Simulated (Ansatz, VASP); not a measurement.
**Two plane-wave programs on SnSe**

File INCAR:

```
SYSTEM = SnSe
PREC = Accurate
ENCUT = 520
EDIFF = 1E-7
ISMEAR = -1
SIGMA = 0.02
LREAL = .False.
LASPH = .True.
NELM = 100
ALGO = Normal
ISIF = 2
LWAVE = .False.
LCHARG = .False.
GGA = PE
NBANDS = 50
```

The input KPOINTS:

```
Automatic mesh
0
Gamma
  2 6 6
  0 0 0
```

POSCAR

```
SnSe
1.0
   11.7392579279      0.0000000000      0.0000000000
    0.0000000000      4.1294738267      0.0000000000
    0.0000000000      0.0000000000      4.6880830830
Sn Se
4 4
Direct
    0.6210944227      0.7500000000      0.3785206049
    0.8789055773      0.2500000000      0.8785206049
    0.3789055773      0.2500000000      0.6214793951
    0.1210944227      0.7500000000      0.1214793951
    0.1484217487      0.2500000000      0.5095942856
    0.6484217487      0.2500000000      0.9904057144
    0.3515782513      0.7500000000      0.0095942856
    0.8515782513      0.7500000000      0.4904057144
```

Input for Ansatz:

```yaml
crystal:
  lattice:
    - [11.7392579279, 0.0, 0.0]
    - [0.0, 4.1294738267, 0.0]
    - [0.0, 0.0, 4.688083083]
  atoms:
    - { symbol: Sn, position: [0.6210944227, 0.75, 0.3785206049] }
    - { symbol: Sn, position: [0.8789055773, 0.25, 0.8785206049] }
    - { symbol: Sn, position: [0.3789055773, 0.25, 0.6214793951] }
    - { symbol: Sn, position: [0.1210944227, 0.75, 0.1214793951] }
    - { symbol: Se, position: [0.1484217487, 0.25, 0.5095942856] }
    - { symbol: Se, position: [0.6484217487, 0.25, 0.9904057144] }
    - { symbol: Se, position: [0.3515782513, 0.75, 0.0095942856] }
    - { symbol: Se, position: [0.8515782513, 0.75, 0.4904057144] }
kpoints:
  mp_grid: { grid: [2, 6, 6] }
  band_path:
    path:
      - [0.0, 0.0, 0.0]
      - [0.5, 0.0, 0.0]
      - [0.5, 0.5, 0.0]
      - [0.0, 0.5, 0.0]
      - [0.0, 0.0, 0.5]
      - [0.5, 0.0, 0.5]
      - [0.5, 0.5, 0.5]
      - [0.0, 0.5, 0.5]
      - [0.0, 0.3333333333, 0.0]
      - [0.0, 0.0, 0.320312]
      - [0.0, 0.341146, 0.0]
    npoints: 1
hamiltonian:
  xc: pbe
scf:
  occupations: { method: fermi_dirac, width: 0.02 }
  n_extra_bands: 6
output:
  forces: true
  stress: true
  eigenvalues: true
```

Alike in both runs: task single point; functional PBE; k mesh 2 × 6 × 6; occupations fermi-dirac, width 0.02 eV; no spin polarisation.

|  | VASP | Ansatz |
| --- | --- | --- |
| version | VASP 6.6.1 | Ansatz 0.2.0 |
| potentials or method | VASP PAW PBE potentials, release 64 (Sn_d, Se) | plane waves, PAW |
| plane-wave cutoff (eV) | 520 | 420 |
| valence electrons in the cell | 80 | 120 |

```csv
,VASP,Ansatz,Ansatz less VASP
gap on the k mesh at the Fermi level (eV),0.76,0.76,+0.004
pressure (GPa),1.2,1.1,-0.04
"traceless stress, the component that is largest in VASP (GPa)",-0.23,-0.23,+0.003
rms of the force components (eV/Å),0.136,0.126,-0.0098
```

Atom by atom the forces differ by 0.010 eV/Å (rms over components). VASP's potentials hold 80 valence electrons a cell and Ansatz's 120, so a difference there can come from the potentials and not from the codes.
